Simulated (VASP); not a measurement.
# BaTiO3 (P4mm) in VASP: further runs

Runs on BaTiO3. Level: r2SCAN. Tasks: single point.

All numbers are computed with VASP 6.6.1; they aren't measurements. Logs are shortened: lines on timing, memory, paths and dates and some standing lists are left out, and cuts for length are marked.

## Step 1: The cell of the first run

It takes space group P4mm (No. 99, tetragonal). Conventional cell: a = 4.032 Å, b = 4.032 Å, c = 4.112 Å, α = 90.00°, β = 90.00°, γ = 90.00°. Within 3.7 Å of Ba (site symmetry 4mm) lie 12 O at 2.82 to 2.94 Å and 8 Ti at 3.47 to 3.56 Å. Within 2.4 Å of Ti (site symmetry 4mm) lie 6 O at 1.82 to 2.29 Å. O (site symmetry 4mm) has 2 Ti at 1.82 to 2.29 Å within 2.4 Å. O (site symmetry 2mm) has 2 Ti at 2.02 Å within 2.7 Å.

## Step 2: Single point, r2SCAN (strain +0.0150 x Voigt [1, 1, 0, 0, 0, 0])

POSCAR

```
BaTiO3
1.0
    4.0319015516      0.0000000000      0.0000000000
    0.0000000000      4.0319015516      0.0000000000
    0.0000000000      0.0000000000      4.1123825565
Ba Ti O
1 1 3
Direct
    0.0000000000      0.0000000000      0.9926109048
    0.5000000000      0.5000000000      0.4745255192
    0.5000000000      0.5000000000      0.0315737038
    0.5000000000      0.0000000000      0.5146449361
    0.0000000000      0.5000000000      0.5146449361
```

INCAR.step1

```
ALGO = Normal ; EDIFF = 1E-4
ENCUT = 520 ; GGA = PE
ISMEAR = 0 ; LASPH = T
LCHARG = F ; LREAL = F
LWAVE = T ; NBANDS = 28
NELM = 60 ; PREC = Accurate
SIGMA = 0.05
```

INCAR.step2

```
ALGO = Normal ; EDIFF = 1E-6
ENCUT = 520 ; ISIF = 2
ISMEAR = 0 ; ISTART = 1
LASPH = T ; LCHARG = T
LELF = T ; LMIXTAU = T
LREAL = F ; LVHAR = T
LWAVE = F ; METAGGA = R2SCAN
NBANDS = 28 ; NELM = 60
PREC = Accurate ; SIGMA = 0.05
```

KPOINTS

```
k-points
0
Gamma
  8 8 8
```

Potentials or basis: VASP PAW PBE potentials, release 64 (Ba_sv, Ti_sv, O).

The run is started by

```
cat potpaw_PBE.64/Ba_sv/POTCAR potpaw_PBE.64/Ti_sv/POTCAR potpaw_PBE.64/O/POTCAR > POTCAR
cp INCAR.step1 INCAR
mpirun -np 1 vasp_std > vasp.out
cp INCAR.step2 INCAR
mpirun -np 1 vasp_std > vasp.out
```

OUTCAR:

```text
EDIFF = 1E-6
   ENCUT = 520
   ISIF = 2
   ISMEAR = 0
   ISTART = 1
   LASPH = T
   LREAL = F
   METAGGA = R2SCAN
   NELM = 60
   PREC = Accurate

 ion  position               nearest neighbor table
   1  0.000  0.000  0.993-   4 2.82   5 2.82   5 2.82   4 2.82   3 2.86   3 2.86   3 2.86   3 2.86
                             4 2.94   5 2.94   5 2.94   4 2.94   2 3.47   2 3.47   2 3.47   2 3.47
   2  0.500  0.500  0.475-   3 1.82   4 2.02   5 2.02   4 2.02   5 2.02   3 2.29   1 3.47   1 3.47
                             1 3.47   1 3.47   1 3.56   1 3.56   1 3.56   1 3.56
   3  0.500  0.500  0.032-   2 1.82   2 2.29   1 2.86   1 2.86   1 2.86   1 2.86
   4  0.500  0.000  0.515-   2 2.02   2 2.02   1 2.82   1 2.82   1 2.94   1 2.94
   5  0.000  0.500  0.515-   2 2.02   2 2.02   1 2.82   1 2.82   1 2.94   1 2.94

  LATTYP: Found a simple tetragonal cell.
 ALAT       =     4.0319015516
 C/A-ratio  =     1.0199610541

  Lattice vectors:

 A1 = (   4.0319015516,   0.0000000000,   0.0000000000)
 A2 = (   0.0000000000,   4.0319015516,   0.0000000000)
 A3 = (   0.0000000000,   0.0000000000,   4.1123825565)

Analysis of symmetry for initial positions (statically):
=====================================================================
 Subroutine PRICEL returns:
 Original cell was already a primitive cell.

 Routine SETGRP: Setting up the symmetry group for a
 simple tetragonal supercell.

 Subroutine GETGRP returns: Found  8 space group operations
 (whereof  8 operations were pure point group operations)
 out of a pool of 16 trial point group operations.

The static configuration has the point symmetry C_4v.

Analysis of symmetry for dynamics (positions and initial velocities):
=====================================================================
 Subroutine PRICEL returns:
 Original cell was already a primitive cell.

 Routine SETGRP: Setting up the symmetry group for a
 simple tetragonal supercell.

 Subroutine GETGRP returns: Found  8 space group operations
 (whereof  8 operations were pure point group operations)
 out of a pool of 16 trial point group operations.

The dynamic configuration has the point symmetry C_4v.

 Subroutine INISYM returns: Found  8 space group operations
 (whereof  8 operations are pure point group operations),
[... 99 lines left out ...]
   LASPH  =      T    aspherical Exc in radial PAW
   ENCUT  =  520.0 eV  38.22 Ry    6.18 a.u.   7.50  7.50  7.65*2*pi/ulx,y,z
   NELM   =     60;   NELMIN=  2; NELMDL=  0     # of ELM steps
   EDIFF  = 0.1E-05   stopping-criterion for ELM
   LREAL  =      F    real-space projection
   EDIFFG = 0.1E-04   stopping-criterion for IOM
   NSW    =      0    number of steps for IOM
   IBRION =     -1    ionic relax: 0-MD 1-quasi-New 2-CG
   NFREE  =      0    steps in history (QN), initial steepest desc. (CG)
   ISIF   =      2    stress and relaxation
   ISYM   =      2    0-nonsym 1-usesym 2-fastsym
   POTIM  = 0.5000    time-step for ionic-motion
   TEBEG  =    0.0;   TEEND  =   0.0 temperature during run
   PSTRESS=    0.0 pullay stress
   NELECT =      40.0000    total number of electrons
   NUPDOWN=      -1.0000    fix difference up-down
   EMIN   =  10.00;   EMAX   =-10.00  energy-range for DOS
   EFERMI =   0.00;   METHOD = LEGACY
   ISMEAR =     0;   SIGMA  =   0.05  broadening in eV -4-tet -1-fermi 0-gaus
   EFERMI_NEDOS =   21; number of points for ismear=-14 and -15
   IALGO  =     38    algorithm
   IMIX   =      4    mixing-type and parameters
     AMIX     =   0.40;   BMIX     =  1.00
     AMIX_MAG =   1.60;   BMIX_MAG =  1.00
  volume/ion in A,a.u.               =      13.37        90.23
  Fermi-wavevector in a.u.,A,eV,Ry     =   1.379506  2.606889 25.892402  1.903038
  Thomas-Fermi vector in A             =   2.504470
   LORBIT       =      0    0 simple, 1 ext, 2 COOP (PROOUT), +10 PAW based schemes
   METAGGA = R2SCAN    functional components
   LHFCALC =     F    Hartree Fock is set to
   AEXX    =    0.0000 exact exchange contribution
   IVDW    =     0    specifies the selected vdW correction
   LEPSILON=     F    determine dielectric tensor
   LRPA    =     F    only Hartree local field effects (RPA)
 non-spin polarized calculation
 Gauss-broadening in eV      SIGMA  =   0.05
  energy-cutoff  :      520.00
  volume of cell :       66.85
 maximum number of plane-waves:      1819
 NGX is ok and might be reduce to    30
   NGX = 15   NGY = 15   NGZ = 15

 number of electron      39.9999985 magnetization

 Free energy of the ion-electron system (eV)
  ---------------------------------------------------
  ext. energy  EPLUGINS =         0.00000000
  ---------------------------------------------------
  free energy    TOTEN  =       -74.24720068 eV

  energy without entropy =      -74.24720068  energy(sigma->0) =      -74.24720068

 E-fermi :   3.7138     XC(G=0): -11.6651

 val. band max:        3.3513181649   @ k =   0.5000   0.5000   0.5000
 cond. band min:       5.4938753126   @ k =   0.0000   0.0000   0.0000
 fundamental gap:      2.1425571477
 Fermi energy:         3.7137662263

 k-point     1 :       0.0000    0.0000    0.0000
  band No.  band energies     occupation
      1     -55.5648      2.00000
      2     -30.8200      2.00000
      3     -30.6998      2.00000
      4     -30.6998      2.00000
      5     -22.4038      2.00000
      6     -14.5669      2.00000
[... 733 lines left out ...]
     27      11.5811      0.00000
     28      12.4470      0.00000

 [... further k-points ...]

------------------------ aborting loop because EDIFF is reached ----------------------------------------

  FORCE on cell =-STRESS in cart. coord.  units (eV):
  Direction    XX          YY          ZZ          XY          YZ          ZX
  --------------------------------------------------------------------------------------
  -------------------------------------------------------------------------------------
  Total       -1.7044759     -1.7044759     -0.4751037      0.0000000     -0.0000000      0.0000000
  in kB      -40.8496285    -40.8496285    -11.3863784      0.0000000     -0.0000000      0.0000000
  external PRESSURE =     -31.0285451 kB  Pullay stress =       0.0000000 kB

 VOLUME and BASIS-vectors are now :
 -----------------------------------------------------------------------------
  energy-cutoff  :      520.00
  volume of cell :       66.85
      direct lattice vectors                 reciprocal lattice vectors
     4.031901552  0.000000000  0.000000000     0.248021929  0.000000000  0.000000000
     0.000000000  4.031901552  0.000000000     0.000000000  0.248021929  0.000000000
     0.000000000  0.000000000  4.112382557     0.000000000  0.000000000  0.243168039

 POSITION                                       TOTAL-FORCE (eV/Angst)
 -----------------------------------------------------------------------------------
      0.00000      0.00000      4.08200        -0.000000     -0.000000      0.016586
      2.01595      2.01595      1.95143         0.000000      0.000000      0.106512
      2.01595      2.01595      0.12984        -0.000000     -0.000000     -0.037968
      2.01595      0.00000      2.11642        -0.000000     -0.000000     -0.042565
      0.00000      2.01595      2.11642        -0.000000     -0.000000     -0.042565
 -----------------------------------------------------------------------------------
    total drift:                                0.000000      0.000000     -0.011763

  FREE ENERGIE OF THE ION-ELECTRON SYSTEM (eV)
  ---------------------------------------------------
  free  energy   TOTEN  =       -74.2472006782 eV

  energy  without entropy=      -74.2472006782  energy(sigma->0) =      -74.24720068
```

OUTCAR.step1:

```text
EDIFF = 1E-4
   ENCUT = 520
   GGA = PE
   ISMEAR = 0
[... 980 lines left out ...]
      2.01595      2.01595      1.95143        -0.000000      0.000000      0.094675
      2.01595      2.01595      0.12984        -0.000000     -0.000000     -0.095734
      2.01595      0.00000      2.11642        -0.000000      0.000000     -0.002383
      0.00000      2.01595      2.11642         0.000000     -0.000000     -0.002383
 -----------------------------------------------------------------------------------
    total drift:                                0.000000      0.000000     -0.001408

  FREE ENERGIE OF THE ION-ELECTRON SYSTEM (eV)
  ---------------------------------------------------
  free  energy   TOTEN  =       -40.0327938221 eV

  energy  without entropy=      -40.0327938221  energy(sigma->0) =      -40.03279382
```

Wall time 4.8 min (1 thread of Intel Xeon Platinum 8488C (Sapphire Rapids), shared host); peak memory 0.27 GiB.

What came out:

```yaml
Free_energy: -74.2472 eV
Pressure: -3.1 GPa
Largest_force: 0.107 eV/Å
Band_gap_on_the_k_mesh: 2.14 eV (least direct gap 2.62 eV)
```

Forces on the atoms (eV/Å):
```
Ba   0.000  0.000  0.017
Ti   0.000  0.000  0.107
O    0.000  0.000 -0.038
O    0.000  0.000 -0.043
O    0.000  0.000 -0.043
```

Levels at points of the mesh, in eV from the valence-band top:
| k point | band 18 | band 19 | band 20 | band 21 | band 22 | band 23 |
| --- | --- | --- | --- | --- | --- | --- |
| (0.00, 0.00, 0.00) | -0.70 | -0.48 | -0.48 | 2.14 | 2.63 | 2.63 |
| (0.50, 0.00, 0.00) | -1.63 | -1.36 | -1.19 | 2.72 | 3.72 | 3.81 |
| (0.50, 0.50, 0.00) | -1.19 | -1.19 | -0.08 | 3.84 | 3.84 | 4.19 |
| (0.00, 0.00, 0.50) | -1.93 | -0.75 | -0.75 | 2.28 | 3.84 | 3.84 |
| (0.50, 0.00, 0.50) | -1.04 | -0.99 | -0.37 | 3.75 | 3.85 | 4.14 |
| (0.50, 0.50, 0.50) | -0.29 | -0.29 | 0.00 | 4.36 | 4.36 | 4.37 |

Caveat: the cell differs from its parent crystal (strain +0.0150 x Voigt [1, 1, 0, 0, 0, 0]); the cell stands under tension; the PAW data sets were made with another functional, which shifts forces and pressure a little; spin-orbit coupling is left out, which moves the levels of the heavy elements.

## Step 3: Single point, r2SCAN (strain +0.0200 x Voigt [1, 1, 0, 0, 0, 0])

Changes to POSCAR since step 2:

```diff
@@ -2,4 +2,4 @@
 1.0
-    4.0319015516      0.0000000000      0.0000000000
-    0.0000000000      4.0319015516      0.0000000000
+    4.0517631356      0.0000000000      0.0000000000
+    0.0000000000      4.0517631356      0.0000000000
     0.0000000000      0.0000000000      4.1123825565
```

INCAR.step1

```
ALGO     = Normal         # electronic algorithm
EDIFF    = 1E-4           # SCF threshold, eV
ENCUT    = 520            # plane-wave cutoff, eV
GGA      = PE             # functional
ISMEAR   = 0              # smearing method
LASPH    = T              # aspherical terms in the spheres
LCHARG   = F              # write CHGCAR
LREAL    = F              # projectors in reciprocal space
LWAVE    = T              # write WAVECAR
NBANDS   = 28             # bands
NELM     = 80             # most SCF steps
PREC     = Accurate       # precision mode
SIGMA    = 0.05           # smearing width, eV
```

INCAR.step2

```
ALGO     = Normal         # electronic algorithm
EDIFF    = 1E-6           # SCF threshold, eV
ENCUT    = 520            # plane-wave cutoff, eV
ISIF     = 2              # what is computed and relaxed
ISMEAR   = 0              # smearing method
ISTART   = 1            
LASPH    = T              # aspherical terms in the spheres
LCHARG   = F              # write CHGCAR
LMIXTAU  = T            
LREAL    = F              # projectors in reciprocal space
LWAVE    = F              # write WAVECAR
METAGGA  = R2SCAN         # meta-GGA
NBANDS   = 28             # bands
NELM     = 80             # most SCF steps
PREC     = Accurate       # precision mode
SIGMA    = 0.05           # smearing width, eV
```

KPOINTS is that of step 2.

Potentials or basis: VASP PAW PBE potentials, release 64 (Ba_sv, Ti_sv, O).

The run is started by

```
cat potpaw_PBE.64/Ba_sv/POTCAR potpaw_PBE.64/Ti_sv/POTCAR potpaw_PBE.64/O/POTCAR > POTCAR
cp INCAR.step1 INCAR
mpirun -np 1 vasp_std > vasp.out
cp INCAR.step2 INCAR
mpirun -np 1 vasp_std > vasp.out
```

Wall time 5.2 min (1 thread of Intel Xeon Platinum 8488C (Sapphire Rapids), shared host); peak memory 0.27 GiB.

Results (log left out):

* Free energy: -74.2274 eV
* Pressure: -4.6 GPa
* Largest force: 0.084 eV/Å
* Band gap on the k mesh: 2.12 eV (least direct gap 2.60 eV)

Forces in eV/Å, atoms in the order of the input:
```
Ba   0.000  0.000  0.012
Ti   0.000  0.000  0.084
O    0.000  0.000  0.003
O    0.000  0.000 -0.049
O    0.000  0.000 -0.049
```

Stress tensor (GPa, compression positive):
```
-5.83  0.00  0.00
 0.00 -5.83  0.00
 0.00  0.00 -2.11
```

Levels at points of the mesh, in eV from the valence-band top:
| k point | band 18 | band 19 | band 20 | band 21 | band 22 | band 23 |
| --- | --- | --- | --- | --- | --- | --- |
| (0.00, 0.00, 0.00) | -0.70 | -0.48 | -0.48 | 2.12 | 2.61 | 2.61 |
| (0.50, 0.00, 0.00) | -1.60 | -1.35 | -1.18 | 2.70 | 3.66 | 3.76 |
| (0.50, 0.50, 0.00) | -1.21 | -1.21 | -0.08 | 3.79 | 3.79 | 4.12 |
| (0.00, 0.00, 0.50) | -1.89 | -0.75 | -0.75 | 2.25 | 3.82 | 3.82 |
| (0.50, 0.00, 0.50) | -1.02 | -0.97 | -0.35 | 3.70 | 3.83 | 4.10 |
| (0.50, 0.50, 0.50) | -0.28 | -0.28 | 0.00 | 4.30 | 4.31 | 4.31 |

Caveat: the cell differs from its parent crystal (strain +0.0200 x Voigt [1, 1, 0, 0, 0, 0]); the cell stands under tension; the PAW data sets were made with another functional, which shifts forces and pressure a little; spin-orbit coupling is left out, which moves the levels of the heavy elements.
